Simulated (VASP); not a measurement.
# Ge3N4 (P6_3/m) in VASP: single point with PBE+D3(BJ)

Aim: the single point of Ge3N4 with PBE+D3(BJ).

Program: VASP 6.6.1. These are calculated values, not measurements. Logs are shortened: lines on timing, memory, paths and dates and some standing lists are left out, and cuts for length are marked.

## 1. The cell of the first run

It takes space group P6_3/m (No. 176, hexagonal). The conventional cell has a = 8.083 Å, b = 8.083 Å, c = 3.098 Å, α = 90.00°, β = 90.00°, γ = 120.00°. Within 2.4 Å of Ge (site symmetry m) lie 4 N at 1.84 to 1.86 Å. Within 2.4 Å of N (site symmetry -6) lie 3 Ge at 1.84 Å. N (site symmetry m) has 3 Ge at 1.85 to 1.86 Å within 2.5 Å.

## 2. Single point, PBE+D3(BJ)

INCAR reads:

```
PREC     = Accurate       # precision mode
ENCUT    = 600            # plane-wave cutoff, eV
EDIFF    = 1E-6           # SCF threshold, eV
ISMEAR   = 0              # smearing method
SIGMA    = 0.02           # smearing width, eV
LREAL    = False          # projectors in reciprocal space
LASPH    = True           # aspherical terms in the spheres
NELM     = 120            # most SCF steps
ALGO     = Normal         # electronic algorithm
ISIF     = 2              # what is computed and relaxed
LWAVE    = False          # write WAVECAR
LCHARG   = False          # write CHGCAR
GGA      = PE             # functional
IVDW     = 12             # dispersion correction
NBANDS   = 75             # bands
GGA_COMPAT= False
```

KPOINTS reads:

```
regular mesh
0
Gamma
  6 6 10
```

POSCAR reads:

```
Ge3N4
1.0
    8.0825791580      0.0000000000      0.0000000000
   -4.0412895790      6.9997188790      0.0000000000
    0.0000000000      0.0000000000      3.0982493588
Ge N
6 8
Direct
    0.8304795588      0.2369373870      0.7500000000
    0.5935421717      0.8304795588      0.2500000000
    0.2369373870      0.4064578283      0.2500000000
    0.7630626130      0.5935421717      0.7500000000
    0.4064578283      0.1695204412      0.7500000000
    0.1695204412      0.7630626130      0.2500000000
    0.6666666667      0.3333333333      0.7500000000
    0.3333333333      0.6666666667      0.2500000000
    0.6696203591      0.9739520132      0.7500000000
    0.6956683459      0.6696203591      0.2500000000
    0.9739520132      0.3043316541      0.2500000000
    0.0260479868      0.6956683459      0.7500000000
    0.3303796409      0.0260479868      0.2500000000
    0.3043316541      0.3303796409      0.7500000000
```

Potentials or basis: VASP PAW PBE potentials, release 64 (Ge_d, N).

Started as:

```
$ cat potpaw_PBE.64/Ge_d/POTCAR potpaw_PBE.64/N/POTCAR > POTCAR
$ mpirun -np 1 vasp_std > vasp.out
```

OUTCAR:

```text
PREC = Accurate
   ENCUT = 600
   EDIFF = 1E-6
   ISMEAR = 0
   LREAL = False
   LASPH = True
   NELM = 120
   ISIF = 2
   GGA = PE
   IVDW = 12
 IVDW          = 12

 ion  position               nearest neighbor table
   1  0.830  0.237  0.750-   7 1.84  11 1.85  11 1.85   9 1.86
   2  0.594  0.830  0.250-   8 1.84   9 1.85   9 1.85  10 1.86
   3  0.237  0.406  0.250-   8 1.84  14 1.85  14 1.85  11 1.86
   4  0.763  0.594  0.750-   7 1.84  10 1.85  10 1.85  12 1.86
   5  0.406  0.170  0.750-   7 1.84  13 1.85  13 1.85  14 1.86
   6  0.170  0.763  0.250-   8 1.84  12 1.85  12 1.85  13 1.86
   7  0.667  0.333  0.750-   1 1.84   5 1.84   4 1.84
   8  0.333  0.667  0.250-   6 1.84   2 1.84   3 1.84
   9  0.670  0.974  0.750-   2 1.85   2 1.85   1 1.86
  10  0.696  0.670  0.250-   4 1.85   4 1.85   2 1.86
  11  0.974  0.304  0.250-   1 1.85   1 1.85   3 1.86
  12  0.026  0.696  0.750-   6 1.85   6 1.85   4 1.86
  13  0.330  0.026  0.250-   5 1.85   5 1.85   6 1.86
  14  0.304  0.330  0.750-   3 1.85   3 1.85   5 1.86

  LATTYP: Found a hexagonal cell.
 ALAT       =     8.0825791580
 C/A-ratio  =     0.3833243446

  Lattice vectors:

 A1 = (   8.0825791580,   0.0000000000,   0.0000000000)
 A2 = (  -4.0412895790,   6.9997188790,   0.0000000000)
 A3 = (   0.0000000000,   0.0000000000,   3.0982493588)

Analysis of symmetry for initial positions (statically):
=====================================================================
 Subroutine PRICEL returns:
 Original cell was already a primitive cell.

 Routine SETGRP: Setting up the symmetry group for a
 hexagonal supercell.

 Subroutine GETGRP returns: Found 12 space group operations
 (whereof  6 operations were pure point group operations)
 out of a pool of 24 trial point group operations.

The static configuration has the point symmetry S_6 .
 The point group associated with its full space group is C_6h.

Analysis of symmetry for dynamics (positions and initial velocities):
=====================================================================
 Subroutine PRICEL returns:
 Original cell was already a primitive cell.

 Routine SETGRP: Setting up the symmetry group for a
 hexagonal supercell.

 Subroutine GETGRP returns: Found 12 space group operations
 (whereof  6 operations were pure point group operations)
 out of a pool of 24 trial point group operations.

The dynamic configuration has the point symmetry S_6 .
 The point group associated with its full space group is C_6h.

 Subroutine INISYM returns: Found 12 space group operations
 (whereof  6 operations are pure point group operations),
 and found     1 'primitive' translations

----------------------------------------------------------------------------------------

                                     Primitive cell

  volume of cell :     175.2859

  direct lattice vectors                    reciprocal lattice vectors
     8.082579158  0.000000000  0.000000000     0.123722884  0.071431440  0.000000000
    -4.041289579  6.999718879  0.000000000     0.000000000  0.142862880  0.000000000
     0.000000000  0.000000000  3.098249359     0.000000000  0.000000000  0.322762917

  length of vectors
     8.082579158  8.082579158  3.098249359     0.142862880  0.142862880  0.322762917

  position of ions in fractional coordinates (direct lattice)
     0.830479559  0.236937387  0.750000000
     0.593542172  0.830479559  0.250000000
     0.236937387  0.406457828  0.250000000
     0.763062613  0.593542172  0.750000000
     0.406457828  0.169520441  0.750000000
     0.169520441  0.763062613  0.250000000
     0.666666667  0.333333333  0.750000000
     0.333333333  0.666666667  0.250000000
     0.669620359  0.973952013  0.750000000
     0.695668346  0.669620359  0.250000000
     0.973952013  0.304331654  0.250000000
     0.026047987  0.695668346  0.750000000
     0.330379641  0.026047987  0.250000000
     0.304331654  0.330379641  0.750000000

  ion indices of the primitive-cell ions
   primitive index   ion index
                 1           1
                 2           2
                 3           3
                 4           4
                 5           5
                 6           6
                 7           7
                 8           8
                 9           9
                10          10
                11          11
                12          12
                13          13
                14          14

----------------------------------------------------------------------------------------

 KPOINTS: regular mesh

Automatic generation of k-mesh.
 Grid dimensions read from file:
 generate k-points for:    6    6   10

 Generating k-lattice:

  Cartesian coordinates                     Fractional coordinates (reciprocal lattice)
     0.020620481  0.011905240  0.000000000     0.166666667  0.000000000  0.000000000
     0.000000000  0.023810480  0.000000000     0.000000000  0.166666667  0.000000000
     0.000000000  0.000000000  0.032276292     0.000000000  0.000000000  0.100000000

  Length of vectors
     0.023810480  0.023810480  0.032276292

  Shift w.r.t. Gamma in fractional coordinates (k-lattice)
     0.000000000  0.000000000  0.000000000

 Subroutine IBZKPT returns following result:
 ===========================================

 Found     48 irreducible k-points:

 Following reciprocal coordinates:
            Coordinates               Weight
  0.000000  0.000000  0.000000      1.000000
  0.166667  0.000000  0.000000      6.000000
  0.333333  0.000000  0.000000      6.000000
  0.500000  0.000000  0.000000      3.000000
  0.166667  0.166667  0.000000      6.000000
  0.333333  0.166667  0.000000      6.000000
[... 16 lines left out ...]
 -0.333333  0.500000 -0.200000     12.000000
  0.333333  0.333333  0.200000      4.000000
 [... further k-points ...]
   k-points           NKPTS =     48   k-points in BZ     NKDIM =     48   number of bands    NBANDS=     75
   number of dos      NEDOS =    301   number of ions     NIONS =     14
   total plane-waves  NPLWV = 137200
   dimension x,y,z NGX =    70 NGY =   70 NGZ =   28
   dimension x,y,z NGXF=   140 NGYF=  140 NGZF=   56
   ions per type =               6   8
   NGX,Y,Z   is equivalent  to a cutoff of  14.40, 14.40, 15.02 a.u.
   NGXF,Y,Z  is equivalent  to a cutoff of  28.80, 28.80, 30.05 a.u.
 SYSTEM =  unknown system
   PREC   = accura    normal or accurate (medium, high low for compatibility)
   ISTART =      0    job   : 0-new  1-cont  2-samecut
   ICHARG =      2    charge: 1-file 2-atom 10-const
   ISPIN  =      1    spin polarized calculation?
   LNONCOLLINEAR =      F non collinear calculations
   LSORBIT =      F    spin-orbit coupling
   LASPH  =      T    aspherical Exc in radial PAW
   ENCUT  =  600.0 eV  44.10 Ry    6.64 a.u.  16.14 16.14  6.19*2*pi/ulx,y,z
   NELM   =    120;   NELMIN=  2; NELMDL= -5     # of ELM steps
   EDIFF  = 0.1E-05   stopping-criterion for ELM
   LREAL  =      F    real-space projection
   EDIFFG = 0.1E-04   stopping-criterion for IOM
   NSW    =      0    number of steps for IOM
   IBRION =     -1    ionic relax: 0-MD 1-quasi-New 2-CG
   NFREE  =      0    steps in history (QN), initial steepest desc. (CG)
   ISIF   =      2    stress and relaxation
   ISYM   =      2    0-nonsym 1-usesym 2-fastsym
   POTIM  = 0.5000    time-step for ionic-motion
   TEBEG  =    0.0;   TEEND  =   0.0 temperature during run
   PSTRESS=    0.0 pullay stress
   NELECT =     124.0000    total number of electrons
   NUPDOWN=      -1.0000    fix difference up-down
   EMIN   =  10.00;   EMAX   =-10.00  energy-range for DOS
   EFERMI =   0.00;   METHOD = LEGACY
   ISMEAR =     0;   SIGMA  =   0.02  broadening in eV -4-tet -1-fermi 0-gaus
   EFERMI_NEDOS =   21; number of points for ismear=-14 and -15
   IALGO  =     38    algorithm
   IMIX   =      4    mixing-type and parameters
     AMIX     =   0.40;   BMIX     =  1.00
     AMIX_MAG =   1.60;   BMIX_MAG =  1.00
  volume/ion in A,a.u.               =      12.52        84.49
  Fermi-wavevector in a.u.,A,eV,Ry     =   1.458701  2.756546 28.950612  2.127810
  Thomas-Fermi vector in A             =   2.575355
   LORBIT       =      0    0 simple, 1 ext, 2 COOP (PROOUT), +10 PAW based schemes
   GGA     = PE    functional components
   LHFCALC =     F    Hartree Fock is set to
   AEXX    =    0.0000 exact exchange contribution
   IVDW    =    12    specifies the selected vdW correction
   LEPSILON=     F    determine dielectric tensor
   LRPA    =     F    only Hartree local field effects (RPA)
 non-spin polarized calculation
 Gauss-broadening in eV      SIGMA  =   0.02
  energy-cutoff  :      600.00
  volume of cell :      175.29
 maximum number of plane-waves:      5887
 NGX is ok and might be reduce to    70
   NGX = 33   NGY = 33   NGZ = 13

 number of electron     123.9999962 magnetization

 Free energy of the ion-electron system (eV)
  ---------------------------------------------------
  ext. energy  EPLUGINS =         0.00000000
  ---------------------------------------------------
  free energy    TOTEN  =       -94.26772481 eV

  energy without entropy =      -94.26772481  energy(sigma->0) =      -94.26772481

 E-fermi :   5.0982     XC(G=0): -10.7869

 val. band max:        4.9663258769   @ k =   0.0000   0.0000   0.0000
 cond. band min:       6.9845042142   @ k =   0.0000   0.0000   0.0000
 fundamental gap:      2.0181783373
 Fermi energy:         5.0981971296

 k-point     1 :       0.0000    0.0000    0.0000
  band No.  band energies     occupation
      1     -19.5445      2.00000
      2     -19.5182      2.00000
      3     -19.5182      2.00000
      4     -19.5156      2.00000
      5     -19.4784      2.00000
      6     -19.4784      2.00000
[... 66 lines left out ...]
     73      12.7603      0.00000
     74      13.1353      0.00000

 k-point     2 :       0.1667    0.0000    0.0000
  band No.  band energies     occupation
      1     -19.5434      2.00000
      2     -19.5210      2.00000
      3     -19.5182      2.00000
      4     -19.5157      2.00000
      5     -19.4792      2.00000
      6     -19.4771      2.00000
[... 66 lines left out ...]
     73      12.6487      0.00000
     74      13.1172      0.00000

 k-point     3 :       0.3333    0.0000    0.0000
  band No.  band energies     occupation
      1     -19.5402      2.00000
      2     -19.5271      2.00000
      3     -19.5182      2.00000
      4     -19.5152      2.00000
      5     -19.4807      2.00000
      6     -19.4773      2.00000
[... 1606 lines left out ...]
     73      11.8228      0.00000
     74      12.1626      0.00000

 k-point    24 :       0.3333    0.3333    0.2000
  band No.  band energies     occupation
      1     -19.5167      2.00000
      2     -19.5090      2.00000
      3     -19.5090      2.00000
      4     -19.4902      2.00000
      5     -19.4902      2.00000
      6     -19.4531      2.00000
[... 66 lines left out ...]
     73      11.9040      0.00000
     74      11.9040      0.00000

 [... further k-points ...]

 [bands above 74 left out]

------------------------ aborting loop because EDIFF is reached ----------------------------------------

 Edisp (eV)   -3.14905

 E8    (eV) :    -1.1926

  FORCE on cell =-STRESS in cart. coord.  units (eV):
  Direction    XX          YY          ZZ          XY          YZ          ZX
  --------------------------------------------------------------------------------------
  -------------------------------------------------------------------------------------
  Total      -0.69134    -0.69134    -0.78314    -0.00000     0.00000     0.00000
  in kB      -6.31913    -6.31913    -7.15820    -0.00001     0.00000     0.00000
  external pressure =       -6.60 kB  Pullay stress =        0.00 kB

 VOLUME and BASIS-vectors are now :
 -----------------------------------------------------------------------------
  energy-cutoff  :      600.00
  volume of cell :      175.29
      direct lattice vectors                 reciprocal lattice vectors
     8.082579158  0.000000000  0.000000000     0.123722884  0.071431440  0.000000000
    -4.041289579  6.999718879  0.000000000     0.000000000  0.142862880  0.000000000
     0.000000000  0.000000000  3.098249359     0.000000000  0.000000000  0.322762917

 POSITION                                       TOTAL-FORCE (eV/Angst)
 -----------------------------------------------------------------------------------
      5.75488      1.65850      2.32369        -0.007458     -0.000564     -0.000000
      1.44114      5.81312      0.77456        -0.003241     -0.006741     -0.000000
      0.27245      2.84509      0.77456        -0.004218      0.006177     -0.000000
      3.76884      4.15463      2.32369         0.004218     -0.006177     -0.000000
      2.60015      1.18660      2.32369         0.003241      0.006741     -0.000000
     -1.71359      5.34122      0.77456         0.007458      0.000564     -0.000000
      4.04129      2.33324      2.32369        -0.000000      0.000000     -0.000000
     -0.00000      4.66648      0.77456        -0.000000      0.000000     -0.000000
      1.47624      6.81739      2.32369         0.005551     -0.003344     -0.000000
      2.91666      4.68715      0.77456         0.005672      0.003135      0.000000
      6.64215      2.13024      0.77456        -0.000121     -0.006480      0.000000
     -2.60086      4.86948      2.32369         0.000121      0.006480     -0.000000
      2.56505      0.18233      0.77456        -0.005551      0.003344      0.000000
      1.12462      2.31256      2.32369        -0.005672     -0.003135      0.000000
 -----------------------------------------------------------------------------------
    total drift:                               -0.000000      0.000000     -0.000000

  FREE ENERGIE OF THE ION-ELECTRON SYSTEM (eV)
  ---------------------------------------------------
  free  energy   TOTEN  =       -97.4167741674 eV

  energy  without entropy=      -97.4167741674  energy(sigma->0) =      -97.41677417
```

Wall time 13 min (1 thread of Intel Xeon Platinum 8488C (Sapphire Rapids), shared host); peak memory 0.7 GiB.

Results:

```
Free energy                : -97.4168 eV
Pressure                   : -0.7 GPa
Largest force              : 0.007 eV/Å
Band gap on the k mesh     : 2.02 eV
Dispersion energy per atom : -0.225 eV
```

Forces on the atoms (eV/Å):
```
Ge  -0.007 -0.001  0.000
Ge  -0.003 -0.007  0.000
Ge  -0.004  0.006  0.000
Ge   0.004 -0.006  0.000
Ge   0.003  0.007  0.000
Ge   0.007  0.001  0.000
N    0.000  0.000  0.000
N    0.000  0.000  0.000
N    0.006 -0.003  0.000
N    0.006  0.003  0.000
N    0.000 -0.006  0.000
N    0.000  0.006  0.000
N   -0.006  0.003  0.000
N   -0.006 -0.003  0.000
```
